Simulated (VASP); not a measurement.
# TiO2 (I4_1/amd) in VASP: further runs

TiO2 is run at these levels: PBE+U; tasks: single point.

Everything below comes from runs of VASP 6.6.1. Logs are shortened: lines on timing, memory, paths and dates and some standing lists are left out, and cuts for length are marked.

### 1 The cell of the first run

It takes space group I4_1/amd (No. 141, tetragonal). Conventional cell: a = 4.030 Å, b = 4.030 Å, c = 8.773 Å, α = 90.00°, β = 90.00°, γ = 90.00°. Ti (site symmetry -4m2) has 6 O at 1.80 to 2.05 Å within 2.4 Å. O (site symmetry 2mm) has 3 Ti at 1.80 to 2.05 Å within 2.4 Å.

### 2 Single point, PBE+U

INCAR reads:

```
  ALGO = Normal
  EDIFF = 1E-7
  ENCUT = 520
  GGA = PE
  ISIF = 2
  ISMEAR = 0
  LASPH = T
  LCHARG = F
  LDAU = T
  LDAUJ = 0 0
  LDAUL = 2 -1
  LDAUPRINT = 1
  LDAUTYPE = 2
  LDAUU = 4 0
  LMAXMIX = 4
  LREAL = F
  LWAVE = F
  NBANDS = 33
  NELM = 150
  PREC = Accurate
  SIGMA = 0.05
```

KPOINTS reads:

```
k-points
0
Gamma
  10 10 10
```

POSCAR reads:

```
TiO2
1.0
   -2.0152004355      2.0152004355      4.3864102148
    2.0152004355     -2.0152004355      4.3864102148
    2.0152004355      2.0152004355     -4.3864102148
Ti O
2 4
Direct
    0.0000000000      0.0000000000      0.0000000000
    0.7500000000      0.2500000000      0.5000000000
    0.2052765759      0.2052765759      0.0000000000
    0.9552765759      0.4552765759      0.5000000000
    0.5447234241      0.0447234241      0.5000000000
    0.7947234241      0.7947234241      0.0000000000
```

Potentials or basis: VASP PAW PBE potentials, release 64 (Ti_sv, O).

On the command line:

```
$ cat potpaw_PBE.64/Ti_sv/POTCAR potpaw_PBE.64/O/POTCAR > POTCAR
$ mpirun -np 1 vasp_std > vasp.out
```

OUTCAR:

```text
EDIFF = 1E-7
   ENCUT = 520
   GGA = PE
   ISIF = 2
   ISMEAR = 0
   LASPH = T
   LREAL = F
   NELM = 150
   PREC = Accurate

 ion  position               nearest neighbor table
   1  0.000  0.000  0.000-   3 1.80   6 1.80   4 2.05   5 2.05   5 2.05   4 2.05
   2  0.750  0.250  0.500-   4 1.80   5 1.80   6 2.05   3 2.05   6 2.05   3 2.05
   3  0.205  0.205  0.000-   1 1.80   2 2.05   2 2.05
   4  0.955  0.455  0.500-   2 1.80   1 2.05   1 2.05
   5  0.545  0.045  0.500-   2 1.80   1 2.05   1 2.05
   6  0.795  0.795  0.000-   1 1.80   2 2.05   2 2.05

  LATTYP: Found a body centered tetragonal cell.
 ALAT       =     4.0304008710
 C/A-ratio  =     2.1766620022

  Lattice vectors:

 A1 = (  -2.0152004355,   2.0152004355,   4.3864102148)
 A2 = (   2.0152004355,  -2.0152004355,   4.3864102148)
 A3 = (   2.0152004355,   2.0152004355,  -4.3864102148)

Analysis of symmetry for initial positions (statically):
=====================================================================
 Subroutine PRICEL returns:
 Original cell was already a primitive cell.

 Routine SETGRP: Setting up the symmetry group for a
 body centered tetragonal supercell.

 Subroutine GETGRP returns: Found 16 space group operations
 (whereof  8 operations were pure point group operations)
 out of a pool of 16 trial point group operations.

The static configuration has the point symmetry D_2d.
 The point group associated with its full space group is D_4h.

Analysis of symmetry for dynamics (positions and initial velocities):
=====================================================================
 Subroutine PRICEL returns:
 Original cell was already a primitive cell.

 Routine SETGRP: Setting up the symmetry group for a
 body centered tetragonal supercell.

 Subroutine GETGRP returns: Found 16 space group operations
 (whereof  8 operations were pure point group operations)
 out of a pool of 16 trial point group operations.

The dynamic configuration has the point symmetry D_2d.
 The point group associated with its full space group is D_4h.

 Subroutine INISYM returns: Found 16 space group operations
 (whereof  8 operations are pure point group operations),
 and found     1 'primitive' translations

----------------------------------------------------------------------------------------

                                     Primitive cell

  volume of cell :      71.2534

  direct lattice vectors                    reciprocal lattice vectors
    -2.015200436  2.015200436  4.386410215     0.000000000  0.248114277  0.113988427
     2.015200436 -2.015200436  4.386410215     0.248114277  0.000000000  0.113988427
     2.015200436  2.015200436 -4.386410215     0.248114277  0.248114277  0.000000000

  length of vectors
     5.230933011  5.230933011  5.230933011     0.273045887  0.273045887  0.350886576

  position of ions in fractional coordinates (direct lattice)
     0.000000000  0.000000000  0.000000000
     0.750000000  0.250000000  0.500000000
     0.205276576  0.205276576  0.000000000
     0.955276576  0.455276576  0.500000000
     0.544723424  0.044723424  0.500000000
     0.794723424  0.794723424  0.000000000

  ion indices of the primitive-cell ions
   primitive index   ion index
                 1           1
                 2           2
                 3           3
                 4           4
                 5           5
                 6           6

----------------------------------------------------------------------------------------

 KPOINTS: k-points

Automatic generation of k-mesh.
 Grid dimensions read from file:
 generate k-points for:   10   10   10

 Generating k-lattice:

  Cartesian coordinates                     Fractional coordinates (reciprocal lattice)
     0.000000000  0.024811428  0.011398843     0.100000000  0.000000000 -0.000000000
[... 61 lines left out ...]
   EDIFFG = 0.1E-05   stopping-criterion for IOM
   NSW    =      0    number of steps for IOM
   IBRION =     -1    ionic relax: 0-MD 1-quasi-New 2-CG
   NFREE  =      0    steps in history (QN), initial steepest desc. (CG)
   ISIF   =      2    stress and relaxation
   ISYM   =      2    0-nonsym 1-usesym 2-fastsym
   POTIM  = 0.5000    time-step for ionic-motion
   TEBEG  =    0.0;   TEEND  =   0.0 temperature during run
   PSTRESS=    0.0 pullay stress
   NELECT =      48.0000    total number of electrons
   NUPDOWN=      -1.0000    fix difference up-down
   EMIN   =  10.00;   EMAX   =-10.00  energy-range for DOS
   EFERMI =   0.00;   METHOD = LEGACY
   ISMEAR =     0;   SIGMA  =   0.05  broadening in eV -4-tet -1-fermi 0-gaus
   EFERMI_NEDOS =   21; number of points for ismear=-14 and -15
   IALGO  =     38    algorithm
   IMIX   =      4    mixing-type and parameters
     AMIX     =   0.40;   BMIX     =  1.00
     AMIX_MAG =   1.60;   BMIX_MAG =  1.00
  volume/ion in A,a.u.               =      11.88        80.14
  Fermi-wavevector in a.u.,A,eV,Ry     =   1.435115  2.711974 28.021943  2.059555
  Thomas-Fermi vector in A             =   2.554449
   LORBIT       =      0    0 simple, 1 ext, 2 COOP (PROOUT), +10 PAW based schemes
 LDA+U is selected, type is set to LDAUTYPE =  2
   angular momentum for each species LDAUL =     2   -1
   U (eV)           for each species LDAUU =   4.0  0.0
   J (eV)           for each species LDAUJ =   0.0  0.0
   GGA     = PE    functional components
   LHFCALC =     F    Hartree Fock is set to
   AEXX    =    0.0000 exact exchange contribution
   IVDW    =     0    specifies the selected vdW correction
   LEPSILON=     F    determine dielectric tensor
   LRPA    =     F    only Hartree local field effects (RPA)
 non-spin polarized calculation
 Gauss-broadening in eV      SIGMA  =   0.05
  energy-cutoff  :      520.00
  volume of cell :       71.25
 maximum number of plane-waves:      1945
   NGX = 19   NGY = 19   NGZ = 19

atom =   1  type =  1  l = 2

 onsite density matrix

spin component  1

  0.0712  0.0000  0.0000 -0.0000 -0.0000
  0.0000  0.1228 -0.0000  0.0000 -0.0000
  0.0000 -0.0000  0.3304  0.0000 -0.0000
 -0.0000  0.0000  0.0000  0.1228 -0.0000
 -0.0000 -0.0000 -0.0000 -0.0000  0.1918

spin component  2

  0.0712  0.0000  0.0000 -0.0000 -0.0000
  0.0000  0.1228 -0.0000  0.0000 -0.0000
  0.0000 -0.0000  0.3304  0.0000 -0.0000
 -0.0000  0.0000  0.0000  0.1228 -0.0000
 -0.0000 -0.0000 -0.0000 -0.0000  0.1918

 occupancies and eigenvectors

  o =  0.0712  v =  1.0000  0.0000  0.0000  0.0000  0.0000  0.0000  0.0000  0.0000  0.0000  0.0000      0.0000  0.0000  0.0000  0.0000  0.0000  0.0000  0.0000  0.0000  0.0000  0.0000
  o =  0.0712  v =  0.0000  0.0000  0.0000  0.0000  0.0000  1.0000  0.0000  0.0000  0.0000  0.0000      0.0000  0.0000  0.0000  0.0000  0.0000  0.0000  0.0000  0.0000  0.0000  0.0000
  o =  0.1228  v =  0.0000 -0.6718  0.0000 -0.7408 -0.0000  0.0000  0.0000  0.0000  0.0000  0.0000      0.0000  0.0000  0.0000  0.0000  0.0000  0.0000  0.0000  0.0000  0.0000  0.0000
  o =  0.1228  v =  0.0000  0.0000  0.0000  0.0000  0.0000  0.0000 -0.6718  0.0000 -0.7408 -0.0000      0.0000  0.0000  0.0000  0.0000  0.0000  0.0000  0.0000  0.0000  0.0000  0.0000
  o =  0.1228  v =  0.0000 -0.7408  0.0000  0.6718 -0.0000  0.0000  0.0000  0.0000  0.0000  0.0000      0.0000  0.0000  0.0000  0.0000  0.0000  0.0000  0.0000  0.0000  0.0000  0.0000
  o =  0.1228  v =  0.0000  0.0000  0.0000  0.0000  0.0000  0.0000 -0.7408  0.0000  0.6718 -0.0000      0.0000  0.0000  0.0000  0.0000  0.0000  0.0000  0.0000  0.0000  0.0000  0.0000
  o =  0.1918  v =  0.0000  0.0000 -0.0000  0.0000 -1.0000  0.0000  0.0000  0.0000  0.0000  0.0000      0.0000  0.0000  0.0000  0.0000  0.0000  0.0000  0.0000  0.0000  0.0000  0.0000
  o =  0.1918  v =  0.0000  0.0000  0.0000  0.0000  0.0000  0.0000  0.0000 -0.0000  0.0000 -1.0000      0.0000  0.0000  0.0000  0.0000  0.0000  0.0000  0.0000  0.0000  0.0000  0.0000
  o =  0.3304  v =  0.0000  0.0000  0.0000  0.0000  0.0000  0.0000 -0.0000  1.0000 -0.0000 -0.0000      0.0000  0.0000  0.0000  0.0000  0.0000  0.0000  0.0000  0.0000  0.0000  0.0000
  o =  0.3304  v =  0.0000 -0.0000  1.0000 -0.0000 -0.0000  0.0000  0.0000  0.0000  0.0000  0.0000      0.0000  0.0000  0.0000  0.0000  0.0000  0.0000  0.0000  0.0000  0.0000  0.0000

atom =   2  type =  1  l = 2

 onsite density matrix

spin component  1

  0.0712  0.0000  0.0000 -0.0000 -0.0000
  0.0000  0.1228 -0.0000  0.0000 -0.0000
  0.0000 -0.0000  0.3304  0.0000 -0.0000
 -0.0000  0.0000  0.0000  0.1228 -0.0000
 -0.0000 -0.0000 -0.0000 -0.0000  0.1918

spin component  2

  0.0712  0.0000  0.0000 -0.0000 -0.0000
  0.0000  0.1228 -0.0000  0.0000 -0.0000
  0.0000 -0.0000  0.3304  0.0000 -0.0000
 -0.0000  0.0000  0.0000  0.1228 -0.0000
 -0.0000 -0.0000 -0.0000 -0.0000  0.1918

 occupancies and eigenvectors

  o =  0.0712  v =  1.0000  0.0000  0.0000  0.0000  0.0000  0.0000  0.0000  0.0000  0.0000  0.0000      0.0000  0.0000  0.0000  0.0000  0.0000  0.0000  0.0000  0.0000  0.0000  0.0000
  o =  0.0712  v =  0.0000  0.0000  0.0000  0.0000  0.0000  1.0000  0.0000  0.0000  0.0000  0.0000      0.0000  0.0000  0.0000  0.0000  0.0000  0.0000  0.0000  0.0000  0.0000  0.0000
  o =  0.1228  v =  0.0000 -0.9687  0.0000 -0.2482 -0.0000  0.0000  0.0000  0.0000  0.0000  0.0000      0.0000  0.0000  0.0000  0.0000  0.0000  0.0000  0.0000  0.0000  0.0000  0.0000
  o =  0.1228  v =  0.0000  0.0000  0.0000  0.0000  0.0000  0.0000 -0.9687  0.0000 -0.2482 -0.0000      0.0000  0.0000  0.0000  0.0000  0.0000  0.0000  0.0000  0.0000  0.0000  0.0000
  o =  0.1228  v =  0.0000 -0.2482  0.0000  0.9687  0.0000  0.0000  0.0000  0.0000  0.0000  0.0000      0.0000  0.0000  0.0000  0.0000  0.0000  0.0000  0.0000  0.0000  0.0000  0.0000
  o =  0.1228  v =  0.0000  0.0000  0.0000  0.0000  0.0000  0.0000 -0.2482  0.0000  0.9687  0.0000      0.0000  0.0000  0.0000  0.0000  0.0000  0.0000  0.0000  0.0000  0.0000  0.0000
  o =  0.1918  v =  0.0000 -0.0000 -0.0000  0.0000 -1.0000  0.0000  0.0000  0.0000  0.0000  0.0000      0.0000  0.0000  0.0000  0.0000  0.0000  0.0000  0.0000  0.0000  0.0000  0.0000
  o =  0.1918  v =  0.0000  0.0000  0.0000  0.0000  0.0000  0.0000 -0.0000 -0.0000  0.0000 -1.0000      0.0000  0.0000  0.0000  0.0000  0.0000  0.0000  0.0000  0.0000  0.0000  0.0000
  o =  0.3304  v =  0.0000  0.0000  1.0000 -0.0000 -0.0000  0.0000  0.0000  0.0000  0.0000  0.0000      0.0000  0.0000  0.0000  0.0000  0.0000  0.0000  0.0000  0.0000  0.0000  0.0000
  o =  0.3304  v =  0.0000  0.0000  0.0000  0.0000  0.0000  0.0000  0.0000  1.0000 -0.0000 -0.0000      0.0000  0.0000  0.0000  0.0000  0.0000  0.0000  0.0000  0.0000  0.0000  0.0000

 number of electron      48.0000008 magnetization

 Free energy of the ion-electron system (eV)
  ---------------------------------------------------
  ext. energy  EPLUGINS =         0.00000000
  ---------------------------------------------------
  free energy    TOTEN  =       -47.27513061 eV

  energy without entropy =      -47.27513061  energy(sigma->0) =      -47.27513061

 E-fermi :   3.2099     XC(G=0): -10.4661

 val. band max:        2.9483501293   @ k =  -0.4000   0.4000   0.0000
 cond. band min:       5.6636862303   @ k =   0.0000   0.0000   0.0000
 fundamental gap:      2.7153361010
 Fermi energy:         3.2098812548

 k-point     1 :       0.0000    0.0000    0.0000
  band No.  band energies     occupation
      1     -54.2038      2.00000
      2     -54.1294      2.00000
      3     -30.7008      2.00000
      4     -30.4105      2.00000
      5     -30.4105      2.00000
      6     -30.3064      2.00000
[... 853 lines left out ...]
     32       9.6269      0.00000
     33      10.2772      0.00000

 [... further k-points ...]

------------------------ aborting loop because EDIFF is reached ----------------------------------------

  FORCE on cell =-STRESS in cart. coord.  units (eV):
  Direction    XX          YY          ZZ          XY          YZ          ZX
  --------------------------------------------------------------------------------------
  -------------------------------------------------------------------------------------
  Total       -1.8457397     -1.8457397     24.3214116      0.0000000      0.0000000      0.0000000
  in kB      -41.5025994    -41.5025994    546.8819982      0.0000000      0.0000000      0.0000000
  external PRESSURE =     154.6255998 kB  Pullay stress =       0.0000000 kB

 VOLUME and BASIS-vectors are now :
 -----------------------------------------------------------------------------
  energy-cutoff  :      520.00
  volume of cell :       71.25
      direct lattice vectors                 reciprocal lattice vectors
    -2.015200436  2.015200436  4.386410215     0.000000000  0.248114277  0.113988427
     2.015200436 -2.015200436  4.386410215     0.248114277  0.000000000  0.113988427
     2.015200436  2.015200436 -4.386410215     0.248114277  0.248114277  0.000000000

 POSITION                                       TOTAL-FORCE (eV/Angst)
 -----------------------------------------------------------------------------------
      0.00000      0.00000      0.00000        -0.000000     -0.000000     -0.000000
      0.00000      2.01520      2.19321        -0.000000     -0.000000     -0.000000
      0.00000      0.00000      1.80085        -0.000000     -0.000000      3.410067
      0.00000      2.01520      3.99406         0.000000      0.000000      3.410067
      0.00000      2.01520      0.39235        -0.000000     -0.000000     -3.410067
      0.00000      0.00000      6.97197         0.000000      0.000000     -3.410067
 -----------------------------------------------------------------------------------
    total drift:                               -0.000000      0.000000     -0.000000

  FREE ENERGIE OF THE ION-ELECTRON SYSTEM (eV)
  ---------------------------------------------------
  free  energy   TOTEN  =       -47.2751306054 eV

  energy  without entropy=      -47.2751306054  energy(sigma->0) =      -47.27513061
```

It took 5.2 min on 1 thread of Intel Xeon Platinum 8375C at 2.90GHz (Ice Lake), shared host; peak memory 0.36 GiB.

Results:

* Free energy: -47.2751 eV
* Pressure: 15.5 GPa
* Largest force: 3.410 eV/Å
* Band gap on the k mesh: 2.72 eV, indirect (least direct gap 2.92 eV)

Forces in eV/Å, atoms in the order of the input:
```
Ti   0.000  0.000  0.000
Ti   0.000  0.000  0.000
O    0.000  0.000  3.410
O    0.000  0.000  3.410
O    0.000  0.000 -3.410
O    0.000  0.000 -3.410
```

Levels at points of the mesh, in eV from the valence-band top:
```
           k point  band 20  band 21  band 22  band 23  band 24  band 25  band 26  band 27  band 28  band 29
(0.00, 0.00, 0.00)    -0.48    -0.48    -0.27    -0.27    -0.20     2.72     3.87     4.52     4.71     4.71
(0.50, 0.00, 0.00)    -1.66    -1.41    -0.71    -0.53    -0.22     3.71     4.16     4.24     4.45     4.99
(0.50, 0.50, 0.00)    -2.35    -1.44    -1.44    -0.04    -0.04     4.18     4.18     4.53     4.53     5.24
(0.50, 0.50, 0.50)    -0.94    -0.86    -0.86    -0.30    -0.30     3.27     3.27     4.66     4.66     4.75
```

Eigenvalues of the final occupation matrices:
```tsv
site	spin	trace	eigenvalues
site 1 d	1	0.84	0.07 0.12 0.12 0.19 0.33
site 1 d	2	0.84	0.07 0.12 0.12 0.19 0.33
site 2 d	1	0.84	0.07 0.12 0.12 0.19 0.33
site 2 d	2	0.84	0.07 0.12 0.12 0.19 0.33
```

Caveat: forces of over 1 eV/Å act on the atoms, so gaps and moduli don't describe the material at rest. A k mesh can miss the band edges.

(Continued in part 2 of 2.)
